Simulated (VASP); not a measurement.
# Ir (P6_3/mmc) in VASP: a series of runs, part 2 of 2

VASP 6.6.1.

## (4) Single point, RPBE (volume scaled by 0.92)

INCAR reads:

```
SYSTEM = Ir
ALGO = Normal
EDIFF = 1E-6
ENCUT = 520
GGA = RP
ISIF = 2
ISMEAR = -1
LASPH = .True.
LCHARG = .False.
LREAL = .False.
LWAVE = .False.
NBANDS = 26
NELM = 60
PREC = Accurate
SIGMA = 0.1
```

KPOINTS reads:

```
k-points
0
Gamma
  15 15 4
  0 0 0
```

POSCAR reads:

```
Ir
1.0
    2.6751025083      0.0000000000      0.0000000000
   -1.3375512541      2.3167067299      0.0000000000
    0.0000000000      0.0000000000      8.7390745135
Ir
4
Direct
    1.0000000000      1.0000000000      1.0000000000
    1.0000000000      1.0000000000      0.5000000000
    0.3333333333      0.6666666667      0.2500000000
    0.6666666667      0.3333333333      0.7500000000
```

Potentials or basis: VASP PAW PBE potentials, release 64 (Ir).

On the command line:

```bash
$ cat potpaw_PBE.64/Ir/POTCAR > POTCAR
$ mpirun -np 1 vasp_std > vasp.out
```

OUTCAR:

```text
SYSTEM = Ir
   EDIFF = 1E-6
   ENCUT = 520
   GGA = RP
   ISIF = 2
   ISMEAR = -1
   LASPH = .True.
   LREAL = .False.
   NELM = 60
   PREC = Accurate

 ion  position               nearest neighbor table
   1  0.000  0.000  0.000-   3 2.68   4 2.68   3 2.68   4 2.68   4 2.68   3 2.68
   2  0.000  0.000  0.500-   3 2.68   4 2.68   3 2.68   4 2.68   4 2.68   3 2.68
   3  0.333  0.667  0.250-   1 2.68   2 2.68   1 2.68   2 2.68   1 2.68   2 2.68
   4  0.667  0.333  0.750-   1 2.68   2 2.68   1 2.68   2 2.68   1 2.68   2 2.68

  LATTYP: Found a hexagonal cell.
 ALAT       =     2.6751025083
 C/A-ratio  =     3.2668185561

  Lattice vectors:

 A1 = (   2.6751025083,   0.0000000000,   0.0000000000)
 A2 = (  -1.3375512541,   2.3167067299,   0.0000000000)
 A3 = (   0.0000000000,   0.0000000000,   8.7390745135)

Analysis of symmetry for initial positions (statically):
=====================================================================
 Subroutine PRICEL returns:
 Original cell was already a primitive cell.

 Routine SETGRP: Setting up the symmetry group for a
 hexagonal supercell.

 Subroutine GETGRP returns: Found 24 space group operations
 (whereof 12 operations were pure point group operations)
[... 166 lines left out ...]
  free energy    TOTEN  =       -32.23283499 eV

  energy without entropy =      -32.11774729  energy(sigma->0) =      -32.17529114

 E-fermi :  11.2833     XC(G=0): -14.2161

 val. band max:       11.2668726452   @ k =   0.4000   0.2000   0.0000
 cond. band min:      11.2875693096   @ k =   0.3333   0.3333   0.0000
 fundamental gap:      0.0206966644
 Fermi energy:        11.2832616899

 k-point     1 :       0.0000    0.0000    0.0000
  band No.  band energies     occupation
      1      -0.3197      2.00000
      2       1.9398      2.00000
      3       1.9799      2.00000
      4       2.6931      2.00000
      5       6.5824      2.00000
      6       6.6268      2.00000
[... 685 lines left out ...]
     25      18.7786      0.00000
     26      19.4389      0.00000

 [... further k-points ...]
[... 5 lines left out ...]
  --------------------------------------------------------------------------------------
  -------------------------------------------------------------------------------------
  Total       11.6238600     11.6238600     11.7071243      0.0000000      0.0000000      0.0000000
  in kB      343.8618716    343.8618716    346.3250310      0.0000000      0.0000000      0.0000000
  external PRESSURE =     344.6829247 kB  Pullay stress =       0.0000000 kB

 VOLUME and BASIS-vectors are now :
 -----------------------------------------------------------------------------
  energy-cutoff  :      520.00
  volume of cell :       54.16
      direct lattice vectors                 reciprocal lattice vectors
     2.675102508  0.000000000  0.000000000     0.373817451  0.215823606  0.000000000
    -1.337551254  2.316706730  0.000000000     0.000000000  0.431647212  0.000000000
     0.000000000  0.000000000  8.739074514     0.000000000  0.000000000  0.114428593

 POSITION                                       TOTAL-FORCE (eV/Angst)
 -----------------------------------------------------------------------------------
      0.00000      0.00000      0.00000        -0.000000      0.000000      0.000000
      0.00000      0.00000      4.36954        -0.000000      0.000000      0.000000
     -0.00000      1.54447      2.18477         0.000000     -0.000000      0.000000
      1.33755      0.77224      6.55431         0.000000      0.000000     -0.000000
 -----------------------------------------------------------------------------------
    total drift:                                0.000000     -0.000000      0.000000

  FREE ENERGIE OF THE ION-ELECTRON SYSTEM (eV)
  ---------------------------------------------------
  free  energy   TOTEN  =       -32.2328349868 eV

  energy  without entropy=      -32.1177472924  energy(sigma->0) =      -32.17529114
```

OSZICAR:

```text
N       E                     dE             d eps       ncg     rms          rms(c)
DAV:   1     0.386237760932E+03    0.38624E+03   -0.16247E+04  4212   0.140E+03
DAV:   2    -0.158718950960E+02   -0.40211E+03   -0.37869E+03  4264   0.425E+02
DAV:   3    -0.337699936925E+02   -0.17898E+02   -0.16860E+02  4890   0.102E+02
DAV:   4    -0.341831221292E+02   -0.41313E+00   -0.40959E+00  4778   0.142E+01
DAV:   5    -0.341918127075E+02   -0.86906E-02   -0.86870E-02  4774   0.194E+00    0.343E+01
DAV:   6    -0.326180810914E+02    0.15737E+01   -0.21700E+00  4658   0.151E+01    0.152E+01
DAV:   7    -0.322611663236E+02    0.35691E+00   -0.98817E-01  4946   0.987E+00    0.271E+00
DAV:   8    -0.322453355127E+02    0.15831E-01   -0.61194E-02  5602   0.333E+00    0.166E+00
DAV:   9    -0.322365708627E+02    0.87646E-02   -0.32907E-02  4610   0.212E+00    0.143E+00
DAV:  10    -0.322328044825E+02    0.37664E-02   -0.21151E-03  4570   0.622E-01    0.416E-02
DAV:  11    -0.322328180752E+02   -0.13593E-04   -0.71575E-05  4640   0.902E-02    0.231E-02
DAV:  12    -0.322328356946E+02   -0.17619E-04   -0.85350E-06  4460   0.245E-02    0.123E-02
DAV:  13    -0.322328346113E+02    0.10833E-05   -0.41877E-07  2336   0.601E-03    0.396E-03
DAV:  14    -0.322328349868E+02   -0.37548E-06   -0.16349E-07  2292   0.409E-03
   1 F= -.32232835E+02 E0= -.32175291E+02  d E =-.115088E+00
```

stdout:

```text
POSCAR found type information on POSCAR Ir
 POSCAR found :  1 types and       4 ions
 scaLAPACK will be used
 -----------------------------------------------------------------------------
|                                                                             |
|                                                                             |
|     You enforced a specific xc type in the INCAR file but a different       |
|     I HOPE YOU KNOW WHAT YOU ARE DOING!                                     |
|                                                                             |
 -----------------------------------------------------------------------------

 LDA part: xc-table for (Slater+PW92), standard interpolation
 POSCAR, INCAR and KPOINTS ok, starting setup
 FFT: planning ... GRIDC
 FFT: planning ... GRID_SOFT
 FFT: planning ... GRID
 WAVECAR not read
 entering main loop
```

It took 88 s on 1 thread of Intel Xeon 6975P-C, shared host; peak memory 0.23 GiB.

What came out:

```
Free energy            : -32.2328 eV
Pressure               : 34.5 GPa
Band gap on the k mesh : zero (band 18 reaches 12.35 eV, above the bottom of band 19 at 9.63 eV)
```

Levels at points of the mesh, in eV from the Fermi level:
| k point | band 16 | band 17 | band 18 | band 19 | band 20 | band 21 |
| --- | --- | --- | --- | --- | --- | --- |
| (0.00, 0.00, 0.00) | -1.92 | -1.92 | -1.12 | -1.12 | -0.90 | -0.37 |
| (0.00, 0.00, 0.50) | -2.87 | -1.49 | -1.49 | -1.49 | -1.49 | 0.23 |

Caveat: the PAW data sets were made with another functional, which shifts forces and pressure a little; spin-orbit coupling is left out, which moves the levels of the heavy elements.

## (5) Summary

| cell | k mesh | gap on the mesh (eV) | pressure (GPa) |
| --- | --- | --- | --- |
| a = 2.750, b = 2.750, c = 8.985 Å, angles 90.0, 90.0, 120.0°, 4 atoms | 13 × 13 × 4 | none | 0.3 |
| a = 2.636, b = 2.636, c = 8.611 Å, angles 90.0, 90.0, 120.0°, 4 atoms | 15 × 15 × 4 | none | 59.1 |
| a = 2.675, b = 2.675, c = 8.739 Å, angles 90.0, 90.0, 120.0°, 4 atoms | 15 × 15 × 4 | none | 34.5 |

Alike in all rows: task single point; level RPBE; potentials or basis VASP PAW PBE potentials, release 64 (Ir); no spin polarisation; cutoff (eV) 520; smearing fermi-dirac 0.1 eV.

Caveats: the PAW data sets were made with another functional, which shifts forces and pressure a little; spin-orbit coupling is left out, which moves the levels of the heavy elements.

Absolute energies hang on the potentials; compare differences alone.
